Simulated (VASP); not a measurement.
# Ti (I4/mmm) in VASP: a series of runs, part 2 of 2

VASP 6.6.1.

## 5. Single point, PBEsol (strain +0.030 along x and y, +0.015 along z)

File INCAR:

```
SYSTEM = Ti
  PREC = Accurate
  ENCUT = 520
  EDIFF = 1E-6
  ISMEAR = 0
  SIGMA = 0.15
  LREAL = .FALSE.
  LASPH = .TRUE.
  NELM = 60
  ALGO = Fast
  ISIF = 2
  LWAVE = .FALSE.
  LCHARG = .TRUE.
  GGA = PS
  LELF = .TRUE.
  LVHAR = .TRUE.
  NBANDS = 12
```

File KPOINTS:

```
regular mesh
0
G
  20 20 20
  0 0 0
```

File POSCAR:

```
Ti
1.0
   -1.6902300000      1.6902300000      1.6656150000
    1.6902300000     -1.6902300000      1.6656150000
    1.6902300000      1.6902300000     -1.6656150000
Ti
1
Direct
    0.0000000000      0.0000000000      0.0000000000
```

Potentials or basis: VASP PAW PBE potentials, release 64 (Ti_sv).

Run with:

```console
$ cat potpaw_PBE.64/Ti_sv/POTCAR > POTCAR
$ mpirun -np 1 vasp_std > vasp.out
```

OUTCAR:

```text
SYSTEM = Ti
   PREC = Accurate
   ENCUT = 520
   EDIFF = 1E-6
   ISMEAR = 0
   LREAL = .FALSE.
   LASPH = .TRUE.
   NELM = 60
   ISIF = 2
   GGA = PS

 ion  position               nearest neighbor table
   1  0.000  0.000  0.000-

  LATTYP: Found a body centered tetragonal cell.
 ALAT       =     3.3804600000
 C/A-ratio  =     0.9854368932

  Lattice vectors:

 A1 = (  -1.6902300000,   1.6902300000,   1.6656150000)
 A2 = (   1.6902300000,  -1.6902300000,   1.6656150000)
 A3 = (   1.6902300000,   1.6902300000,  -1.6656150000)

Analysis of symmetry for initial positions (statically):
=====================================================================
 Subroutine PRICEL returns:
 Original cell was already a primitive cell.

 Routine SETGRP: Setting up the symmetry group for a
 body centered tetragonal supercell.

 Subroutine GETGRP returns: Found 16 space group operations
 (whereof 16 operations were pure point group operations)
 out of a pool of 16 trial point group operations.

The static configuration has the point symmetry D_4h.

Analysis of symmetry for dynamics (positions and initial velocities):
[... 162 lines left out ...]
 cond. band min:       7.0482932464   @ k =   0.1500   0.1000   0.1000
 fundamental gap:      0.0030608064
 Fermi energy:         7.0473498797

 k-point     1 :       0.0000    0.0000    0.0000
  band No.  band energies     occupation
      1     -49.4386      2.00000
      2     -25.4825      2.00000
      3     -25.4808      2.00000
      4     -25.4808      2.00000
      5       1.3039      2.00000
      6       7.8833      0.00000
      7       7.9762      0.00000
      8       7.9762      0.00000
      9       9.4684      0.00000
     10       9.5766      0.00000
     11      23.7399      0.00000
     12      23.7434      0.00000
[... 331 lines left out ...]
 k-point    24 :      -0.3500    0.0500    0.0000
  band No.  band energies     occupation
      1     -49.3709      2.00000
      2     -25.8510      2.00000
      3     -25.6021      2.00000
      4     -25.4892      2.00000
      5       4.0042      2.00000
      6       6.9922      1.39715
      7       7.2833      0.02609
      8       9.3752      0.00000
      9       9.7043      0.00000
     10       9.9394      0.00000
     11      17.8445      0.00000
     12      20.8677      0.00000

 [... further k-points ...]
[... 5 lines left out ...]
  --------------------------------------------------------------------------------------
  -------------------------------------------------------------------------------------
  Total       -1.4735849     -1.4735849     -1.5243323      0.0000000     -0.0000000      0.0000000
  in kB     -124.0393620   -124.0393620   -128.3110320      0.0000000     -0.0000000      0.0000000
  external PRESSURE =    -125.4632520 kB  Pullay stress =       0.0000000 kB

 VOLUME and BASIS-vectors are now :
 -----------------------------------------------------------------------------
  energy-cutoff  :      520.00
  volume of cell :       19.03
      direct lattice vectors                 reciprocal lattice vectors
    -1.690230000  1.690230000  1.665615000     0.000000000  0.295817729  0.300189420
     1.690230000 -1.690230000  1.665615000     0.295817729  0.000000000  0.300189420
     1.690230000  1.690230000 -1.665615000     0.295817729  0.295817729  0.000000000

 POSITION                                       TOTAL-FORCE (eV/Angst)
 -----------------------------------------------------------------------------------
      0.00000      0.00000      0.00000         0.000000      0.000000      0.000000
 -----------------------------------------------------------------------------------
    total drift:                               -0.000000      0.000000      0.000000

  FREE ENERGIE OF THE ION-ELECTRON SYSTEM (eV)
  ---------------------------------------------------
  free  energy   TOTEN  =        -8.1392009507 eV

  energy  without entropy=       -8.1091475413  energy(sigma->0) =       -8.12417425
```

OSZICAR:

```text
N       E                     dE             d eps       ncg     rms          rms(c)
DAV:   1     0.863315448273E+02    0.86332E+02   -0.65577E+03 15408   0.118E+03
DAV:   2    -0.499813974153E+01   -0.91330E+02   -0.89021E+02 15772   0.295E+02
DAV:   3    -0.940624013366E+01   -0.44081E+01   -0.43516E+01 21764   0.655E+01
[... 12 lines left out ...]
RMM:  16    -0.813919625361E+01   -0.56850E-05   -0.51304E-05 21394   0.496E-02    0.363E-02
RMM:  17    -0.813919694308E+01   -0.68947E-06   -0.42729E-05 18518   0.411E-02    0.661E-03
RMM:  18    -0.813919889513E+01   -0.19521E-05   -0.20546E-05 16625   0.234E-02    0.585E-04
RMM:  19    -0.813920006460E+01   -0.11695E-05   -0.12498E-05 15077   0.166E-02    0.342E-03
RMM:  20    -0.813920095071E+01   -0.88610E-06   -0.70889E-06 13380   0.101E-02
   1 F= -.81392010E+01 E0= -.81241742E+01  d E =-.300534E-01
```

stdout:

```text
POSCAR found type information on POSCAR Ti
 POSCAR found :  1 types and       1 ions
 scaLAPACK will be used
 -----------------------------------------------------------------------------
|                                                                             |
|                                                                             |
|     You enforced a specific xc type in the INCAR file but a different       |
|     I HOPE YOU KNOW WHAT YOU ARE DOING!                                     |
|                                                                             |
 -----------------------------------------------------------------------------

 LDA part: xc-table for (Slater+PW92), standard interpolation
 POSCAR, INCAR and KPOINTS ok, starting setup
 FFT: planning ... GRIDC
 FFT: planning ... GRID_SOFT
 FFT: planning ... GRID
 WAVECAR not read
 entering main loop
WARNING in EDDRMM: call to ZHEGV failed, returncode =   8  4      7
WARNING in EDDRMM: call to ZHEGV failed, returncode =   6  3      5
WARNING in EDDRMM: call to ZHEGV failed, returncode =   8  4     11
WARNING in EDDRMM: call to ZHEGV failed, returncode =   6  3      6
WARNING in EDDRMM: call to ZHEGV failed, returncode =   6  3      7
WARNING in EDDRMM: call to ZHEGV failed, returncode =   6  3      9
WARNING in EDDRMM: call to ZHEGV failed, returncode =   6  3      9
WARNING in EDDRMM: call to ZHEGV failed, returncode =   6  3      7
WARNING in EDDRMM: call to ZHEGV failed, returncode =   6  3      6
```

It took 86 s on 1 thread of Intel Xeon 6975P-C (Granite Rapids), shared host; peak memory 0.25 GiB.

What came out:

- Free energy: -8.1392 eV
- Pressure: -12.5 GPa
- Band gap on the k mesh: zero (band 6 reaches 7.94 eV, above the bottom of band 7 at 6.46 eV)

Caveat: the cell differs from its parent crystal (strain +0.030 along x and y, +0.015 along z); the PAW data sets were made with another functional, which shifts forces and pressure a little.

## 6. Single point, PBEsol (strain -0.030 along x and y, -0.015 along z)

File INCAR:

```
ALGO = Fast
EDIFF = 1E-6
ENCUT = 520
GGA = PS
ISIF = 2
ISMEAR = 0
LASPH = True
LCHARG = True
LELF = True
LREAL = False
LVHAR = True
LWAVE = False
NBANDS = 12
NELM = 100
PREC = Accurate
SIGMA = 0.15
```

File KPOINTS:

```
k-points
0
Gamma
  20 20 20
```

File POSCAR:

```
Ti
1.0
   -1.5917700000      1.5917700000      1.6163850000
    1.5917700000     -1.5917700000      1.6163850000
    1.5917700000      1.5917700000     -1.6163850000
Ti
1
Direct
    0.0000000000      0.0000000000      0.0000000000
```

Potentials or basis: VASP PAW PBE potentials, release 64 (Ti_sv).

Run with:

```console
$ cat potpaw_PBE.64/Ti_sv/POTCAR > POTCAR
$ mpirun -np 1 vasp_std > vasp.out
```

Wall time 85 s (1 thread of Intel Xeon 6975P-C (Granite Rapids), shared host); peak memory 0.23 GiB.

Results (log left out):

| Item | Value |
| --- | --- |
| Free energy | -8.2474 eV |
| Pressure | 0.8 GPa |
| Band gap on the k mesh | zero (band 6 reaches 9.58 eV, above the bottom of band 7 at 7.88 eV) |

Stress tensor (GPa, compression positive):
```
0.72 0.00 0.00
0.00 0.72 0.00
0.00 0.00 1.04
```

Levels at points of the mesh, in eV from the Fermi level:
```tsv
k point	band 4	band 5	band 6	band 7	band 8	band 9
(0.00, 0.00, 0.00)	-32.06	-6.07	1.00	1.00	1.11	2.87
(0.50, 0.00, 0.00)	-32.06	-2.60	-0.42	1.31	2.88	3.31
(0.50, 0.50, 0.00)	-32.07	-2.61	-0.56	1.42	3.03	3.36
(0.50, 0.50, 0.50)	-32.61	-2.33	-2.28	4.21	4.24	4.24
```

Caveat: the cell differs from its parent crystal (strain -0.030 along x and y, -0.015 along z); the PAW data sets were made with another functional, which shifts forces and pressure a little.

## 7. Summary

| cell | gap on the mesh (eV) | pressure (GPa) |
| --- | --- | --- |
| a = 2.886 Å, angles 108.3, 108.3, 111.9°, 1 atom | none | -10.4 |
| a = 2.899 Å, angles 108.7, 108.7, 111.1°, 1 atom | none | -11.6 |
| a = 2.899 Å, angles 109.9, 109.9, 108.7°, 1 atom | none | -11.5 |
| a = 2.913 Å, angles 109.1, 109.1, 110.3°, 1 atom | none | -12.5 |
| a = 2.771 Å, angles 109.9, 109.9, 108.6°, 1 atom | none | 0.8 |

Alike in all rows: task single point; level PBEsol; potentials or basis VASP PAW PBE potentials, release 64 (Ti_sv); no spin polarisation; k mesh 20 × 20 × 20; cutoff (eV) 520; smearing gaussian 0.15 eV.

Caveats: the PAW data sets were made with another functional, which shifts forces and pressure a little.

Total energies depend on the potentials used, so only differences within one code and one set of settings carry meaning.
